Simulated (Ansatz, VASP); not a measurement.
**Two plane-wave programs on SnSe**

INCAR

```
SYSTEM = SnSe
PREC     = Accurate       ! precision mode
ENCUT    = 520            ! plane-wave cutoff, eV
EDIFF    = 1E-6           ! SCF threshold, eV
ISMEAR   = 0              ! smearing method
SIGMA    = 0.05           ! smearing width, eV
LREAL    = .FALSE.        ! projectors in reciprocal space
LASPH    = .TRUE.         ! aspherical terms in the spheres
NELM     = 60             ! most SCF steps
ALGO     = Normal         ! electronic algorithm
ISIF     = 2              ! what is computed and relaxed
LWAVE    = .FALSE.        ! write WAVECAR
LCHARG   = .TRUE.         ! write CHGCAR
GGA      = PE             ! functional
IVDW     = 12             ! dispersion correction
LELF     = .TRUE.         ! ELF
LVHAR    = .TRUE.       
NBANDS   = 17             ! bands
```

The input KPOINTS:

```
regular mesh
0
G
  10 10 10
  0 0 0
```

Contents of POSCAR:

```
SnSe
1.0
    0.0000000000      3.0784319049      3.0784319049
    3.0784319049      0.0000000000      3.0784319049
    3.0784319049      3.0784319049      0.0000000000
Sn Se
1 1
Direct
    0.0000000000      0.0000000000      0.0000000000
    0.5000000000      0.5000000000      0.5000000000
```

Input for Ansatz:

```yaml
crystal:
  lattice:
    - [0.0, 3.0784319049, 3.0784319049]
    - [3.0784319049, 0.0, 3.0784319049]
    - [3.0784319049, 3.0784319049, 0.0]
  atoms:
    - { symbol: Sn, position: [0.0, 0.0, 0.0] }
    - { symbol: Se, position: [0.5, 0.5, 0.5] }
basis:
  ecutwfc: 420
kpoints:
  mp_grid: { grid: [10, 10, 10] }
hamiltonian:
  xc: pbe
  dispersion: d3bj
scf:
  occupations: { method: gaussian, width: 0.05 }
output:
  forces: true
  stress: true
  eigenvalues: true
```

Change from the starting cell: strain +0.030 along x and y, +0.030 along z, atoms carried along.

Alike in both runs: task single point; functional PBE; dispersion D3(BJ); k mesh 10 × 10 × 10; occupations gaussian, width 0.05 eV; no spin polarisation.

|  | VASP | Ansatz |
| --- | --- | --- |
| version | VASP 6.6.1 | Ansatz 0.2.0 |
| potentials or method | VASP PAW PBE potentials, release 64 (Sn_d, Se), cutoff 520 eV | scalar-relativistic, plane waves, PAW |
| valence electrons in the cell | 20 | 30 |

Ansatz gave:

| Property | Result |
| --- | --- |
| gap on the k mesh at the Fermi level (eV) | 0.31 |
| least direct gap on the mesh (eV) | 0.31 |
| pressure (GPa) | -3.5 |

Question: Estimate VASP's values.

Answer: gap on the k mesh at the Fermi level (eV): 0.31; least direct gap on the mesh (eV): 0.31; pressure (GPa): -3.6.

VASP's potentials hold 20 valence electrons a cell and Ansatz's 30, so a difference there can come from the potentials and not from the codes. Ansatz's warnings: dispersion switch in reach.
